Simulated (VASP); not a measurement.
# AlN (Cm) in VASP: further runs, part 2 of 3

VASP 6.6.1. Earlier steps stand in the parts before.

### Step 4. Single point, PBEsol (atom 1 (Al) moved by -0.126 Å along [1 1 0] and +0.630 Å along [0 0 1])

INCAR

```
ALGO = Normal
EDIFF = 1E-7
ENCUT = 520
GGA = PS
ISIF = 2
ISMEAR = 0
LASPH = True
LCHARG = True
LELF = True
LREAL = False
LVHAR = True
LWAVE = False
NBANDS = 26
NELM = 80
PREC = Accurate
SIGMA = 0.05
```

KPOINTS

```
k-points
0
Gamma
  6 6 6
```

POSCAR

```
AlN
1.0
    4.3771405283      0.0000000000      0.0000000000
    0.0000000000     -4.3771405283      0.0000000000
    0.0000000000      0.0000000000     -4.3771405283
Al N
4 4
Direct
   -0.0203547165     -0.1439295805     -0.0203547165
    0.5000000000      0.5000000000      0.0000000000
    0.5000000000      0.0000000000      0.5000000000
    0.0000000000      0.5000000000      0.5000000000
    0.7500000000      0.7500000000      0.7500000000
    0.2500000000      0.2500000000      0.7500000000
    0.2500000000      0.7500000000      0.2500000000
    0.7500000000      0.2500000000      0.2500000000
```

Potentials or basis: VASP PAW PBE potentials, release 64 (Al, N).

Started as:

```
$ cat potpaw_PBE.64/Al/POTCAR potpaw_PBE.64/N/POTCAR > POTCAR
$ mpirun -np 1 vasp_std > vasp.out
```

OUTCAR:

```text
EDIFF = 1E-7
   ENCUT = 520
   GGA = PS
   ISIF = 2
   ISMEAR = 0
   LASPH = True
   LREAL = False
   NELM = 80
   PREC = Accurate

 ion  position               nearest neighbor table
   1  0.980  0.856  0.980-   5 1.50   7 1.74   6 2.32   8 2.32   2 2.62   4 2.62   2 2.76   4 2.76
                             3 3.04   3 3.16   3 3.16   3 3.28
   2  0.500  0.500  0.000-   5 1.90   6 1.90   7 1.90   8 1.90   1 2.62   1 2.76   4 3.10   3 3.10
                             4 3.10   3 3.10   3 3.10   3 3.10   4 3.10   4 3.10
   3  0.500  0.000  0.500-   5 1.90   6 1.90   7 1.90   8 1.90   1 3.04   2 3.10   4 3.10   2 3.10
                             2 3.10   4 3.10   2 3.10   4 3.10   4 3.10   1 3.16   1 3.16   1 3.28
   4  0.000  0.500  0.500-   5 1.90   6 1.90   7 1.90   8 1.90   1 2.62   1 2.76   3 3.10   2 3.10
                             2 3.10   3 3.10   2 3.10   3 3.10   2 3.10   3 3.10
   5  0.750  0.750  0.750-   1 1.50   2 1.90   3 1.90   4 1.90
   6  0.250  0.250  0.750-   2 1.90   3 1.90   4 1.90   1 2.32
   7  0.250  0.750  0.250-   1 1.74   2 1.90   3 1.90   4 1.90
   8  0.750  0.250  0.250-   2 1.90   3 1.90   4 1.90   1 2.32

  LATTYP: Found a simple cubic cell.
 ALAT       =     4.3771405283

  Lattice vectors:

 A1 = (   4.3771405283,   0.0000000000,   0.0000000000)
 A2 = (   0.0000000000,  -4.3771405283,   0.0000000000)
 A3 = (   0.0000000000,   0.0000000000,  -4.3771405283)

Analysis of symmetry for initial positions (statically):
=====================================================================
 Subroutine PRICEL returns:
 Original cell was already a primitive cell.

 Routine SETGRP: Setting up the symmetry group for a
 simple cubic supercell.

 Subroutine GETGRP returns: Found  2 space group operations
 (whereof  2 operations were pure point group operations)
 out of a pool of 48 trial point group operations.

The static configuration has the point symmetry C_1h.

Analysis of symmetry for dynamics (positions and initial velocities):
=====================================================================
 Subroutine PRICEL returns:
 Original cell was already a primitive cell.

 Routine SETGRP: Setting up the symmetry group for a
 simple cubic supercell.

 Subroutine GETGRP returns: Found  2 space group operations
 (whereof  2 operations were pure point group operations)
 out of a pool of 48 trial point group operations.

The dynamic configuration has the point symmetry C_1h.

 Subroutine INISYM returns: Found  2 space group operations
 (whereof  2 operations are pure point group operations),
 and found     1 'primitive' translations

----------------------------------------------------------------------------------------

                                     Primitive cell

  volume of cell :      83.8632

  direct lattice vectors                    reciprocal lattice vectors
     4.377140528  0.000000000  0.000000000     0.228459652  0.000000000  0.000000000
     0.000000000 -4.377140528  0.000000000     0.000000000 -0.228459652  0.000000000
     0.000000000  0.000000000 -4.377140528     0.000000000  0.000000000 -0.228459652

[... 54 lines left out ...]
  0.000000  0.166667  0.000000      2.000000
  0.333333  0.000000  0.000000      4.000000
  0.000000  0.333333  0.000000      2.000000
  0.500000  0.000000  0.000000      2.000000
[... 16 lines left out ...]
 -0.333333  0.333333  0.000000      4.000000
 -0.333333  0.000000  0.333333      2.000000
 [... further k-points ...]
   k-points           NKPTS =     68   k-points in BZ     NKDIM =     68   number of bands    NBANDS=     26
   number of dos      NEDOS =    301   number of ions     NIONS =      8
   total plane-waves  NPLWV =  46656
   dimension x,y,z NGX =    36 NGY =   36 NGZ =   36
   dimension x,y,z NGXF=    72 NGYF=   72 NGZF=   72
   ions per type =               4   4
   NGX,Y,Z   is equivalent  to a cutoff of  13.67, 13.67, 13.67 a.u.
   NGXF,Y,Z  is equivalent  to a cutoff of  27.35, 27.35, 27.35 a.u.
 SYSTEM =  unknown system
   PREC   = accura    normal or accurate (medium, high low for compatibility)
   ISTART =      0    job   : 0-new  1-cont  2-samecut
   ICHARG =      2    charge: 1-file 2-atom 10-const
   ISPIN  =      1    spin polarized calculation?
   LNONCOLLINEAR =      F non collinear calculations
   LSORBIT =      F    spin-orbit coupling
   LASPH  =      T    aspherical Exc in radial PAW
   ENCUT  =  520.0 eV  38.22 Ry    6.18 a.u.   8.14  8.14  8.14*2*pi/ulx,y,z
   NELM   =     80;   NELMIN=  2; NELMDL= -5     # of ELM steps
   EDIFF  = 0.1E-06   stopping-criterion for ELM
   LREAL  =      F    real-space projection
   EDIFFG = 0.1E-05   stopping-criterion for IOM
   NSW    =      0    number of steps for IOM
   IBRION =     -1    ionic relax: 0-MD 1-quasi-New 2-CG
   NFREE  =      0    steps in history (QN), initial steepest desc. (CG)
   ISIF   =      2    stress and relaxation
   ISYM   =      2    0-nonsym 1-usesym 2-fastsym
   POTIM  = 0.5000    time-step for ionic-motion
   TEBEG  =    0.0;   TEEND  =   0.0 temperature during run
   PSTRESS=    0.0 pullay stress
   NELECT =      32.0000    total number of electrons
   NUPDOWN=      -1.0000    fix difference up-down
   EMIN   =  10.00;   EMAX   =-10.00  energy-range for DOS
   EFERMI =   0.00;   METHOD = LEGACY
   ISMEAR =     0;   SIGMA  =   0.05  broadening in eV -4-tet -1-fermi 0-gaus
   EFERMI_NEDOS =   21; number of points for ismear=-14 and -15
   IALGO  =     38    algorithm
   IMIX   =      4    mixing-type and parameters
     AMIX     =   0.40;   BMIX     =  1.00
     AMIX_MAG =   1.60;   BMIX_MAG =  1.00
  volume/ion in A,a.u.               =      10.48        70.74
  Fermi-wavevector in a.u.,A,eV,Ry     =   1.187411  2.243881 19.183459  1.409944
  Thomas-Fermi vector in A             =   2.323563
   LORBIT       =      0    0 simple, 1 ext, 2 COOP (PROOUT), +10 PAW based schemes
   GGA     = PS    functional components
   LHFCALC =     F    Hartree Fock is set to
   AEXX    =    0.0000 exact exchange contribution
   IVDW    =     0    specifies the selected vdW correction
   LEPSILON=     F    determine dielectric tensor
   LRPA    =     F    only Hartree local field effects (RPA)
 non-spin polarized calculation
 Gauss-broadening in eV      SIGMA  =   0.05
  energy-cutoff  :      520.00
  volume of cell :       83.86
 maximum number of plane-waves:      2301
 NGX is ok and might be reduce to    36
   NGX = 17   NGY = 17   NGZ = 17

 number of electron      31.9999992 magnetization

 Free energy of the ion-electron system (eV)
  ---------------------------------------------------
  ext. energy  EPLUGINS =         0.00000000
  ---------------------------------------------------
  free energy    TOTEN  =       -58.20174934 eV

  energy without entropy =      -58.20174934  energy(sigma->0) =      -58.20174934

 E-fermi :   6.9990     XC(G=0): -11.0839

 val. band max:        6.7913117271   @ k =   0.5000   0.5000   0.5000
 cond. band min:       7.6235238233   @ k =   0.0000   0.0000   0.0000
 fundamental gap:      0.8322120961
 Fermi energy:         6.9990180752

 k-point     1 :       0.0000    0.0000    0.0000
  band No.  band energies     occupation
      1      -9.6293      2.00000
      2      -7.4876      2.00000
      3      -6.2199      2.00000
      4      -5.6007      2.00000
      5       0.2521      2.00000
      6       0.4443      2.00000
[... 685 lines left out ...]
     25      16.6816      0.00000
     26      16.9294      0.00000

 [... further k-points ...]

------------------------ aborting loop because EDIFF is reached ----------------------------------------

  FORCE on cell =-STRESS in cart. coord.  units (eV):
  Direction    XX          YY          ZZ          XY          YZ          ZX
  --------------------------------------------------------------------------------------
  -------------------------------------------------------------------------------------
  Total       12.0846581     -2.1084644     12.0846581     -3.3875778      3.3875777    -10.0061773
  in kB      230.8731772    -40.2814775    230.8731772    -64.7184930     64.7184912   -191.1645272
  external PRESSURE =     140.4882923 kB  Pullay stress =       0.0000000 kB

 VOLUME and BASIS-vectors are now :
 -----------------------------------------------------------------------------
  energy-cutoff  :      520.00
  volume of cell :       83.86
      direct lattice vectors                 reciprocal lattice vectors
     4.377140528  0.000000000  0.000000000     0.228459652  0.000000000  0.000000000
     0.000000000 -4.377140528  0.000000000     0.000000000 -0.228459652  0.000000000
     0.000000000  0.000000000 -4.377140528     0.000000000  0.000000000 -0.228459652

 POSITION                                       TOTAL-FORCE (eV/Angst)
 -----------------------------------------------------------------------------------
      4.28805     -3.74714     -4.28805         8.206031    -10.478781     -8.206031
      2.18857     -2.18857      0.00000        -0.569664      2.697844     -0.238242
      2.18857      0.00000     -2.18857        -0.330268     -1.666018      0.330268
      0.00000     -2.18857     -2.18857         0.238242      2.697844      0.569664
      3.28286     -3.28286     -3.28286        -8.593789      4.654015      8.593789
      1.09429     -1.09429     -3.28286        -0.220997      0.428746     -0.041720
      1.09429     -3.28286     -1.09429         1.228725      1.237605     -1.228725
      3.28286     -1.09429     -1.09429         0.041720      0.428746      0.220997
 -----------------------------------------------------------------------------------
    total drift:                                0.000014     -0.000022     -0.000014

  FREE ENERGIE OF THE ION-ELECTRON SYSTEM (eV)
  ---------------------------------------------------
  free  energy   TOTEN  =       -58.2017493396 eV

  energy  without entropy=      -58.2017493396  energy(sigma->0) =      -58.20174934
```

Run time: 6.1 min. Hardware: 1 thread of Intel Xeon 8259CL, shared host; peak memory 0.24 GiB.

What came out:

```
Free energy            : -58.2017 eV
Pressure               : 14.0 GPa
Largest force          : 15.636 eV/Å
Band gap on the k mesh : 0.83 eV (least direct gap 0.96 eV)
```

Forces in eV/Å, atoms in the order of the input:
```
Al    8.206 -10.479  -8.206
Al   -0.570   2.698  -0.238
Al   -0.330  -1.666   0.330
Al    0.238   2.698   0.570
N    -8.594   4.654   8.594
N    -0.221   0.429  -0.042
N     1.229   1.238  -1.229
N     0.042   0.429   0.221
```

Stress tensor (GPa, compression positive):
```
 23.09  -6.47 -19.12
 -6.47  -4.03   6.47
-19.12   6.47  23.09
```

Levels at points of the mesh, in eV from the valence-band top:
```csv
k point,band 13,band 14,band 15,band 16,band 17,band 18,band 19,band 20
"(0.00, 0.00, 0.00)",-2.26,-0.87,-0.78,-0.13,0.83,1.28,3.26,3.79
"(0.50, 0.00, 0.00)",-2.08,-1.81,-1.52,-1.30,3.18,3.68,5.74,6.13
"(0.00, 0.50, 0.00)",-3.12,-2.95,-1.21,-0.60,3.80,3.97,5.57,6.05
"(0.50, 0.50, 0.00)",-1.89,-1.64,-1.15,-0.79,5.19,5.34,6.85,7.36
"(0.50, 0.00, 0.50)",-2.84,-2.61,-0.81,-0.11,4.84,5.56,7.00,7.21
"(0.50, 0.50, 0.50)",-1.39,-0.94,-0.75,0.00,4.80,5.76,6.05,6.49
```

Caveat: the cell differs from its parent crystal (atom 1 (Al) moved by -0.126 Å along [1 1 0] and +0.630 Å along [0 0 1]); the cell stands under pressure; the PAW data sets were made with another functional, which shifts forces and pressure a little.

(Continued in part 3 of 3.)
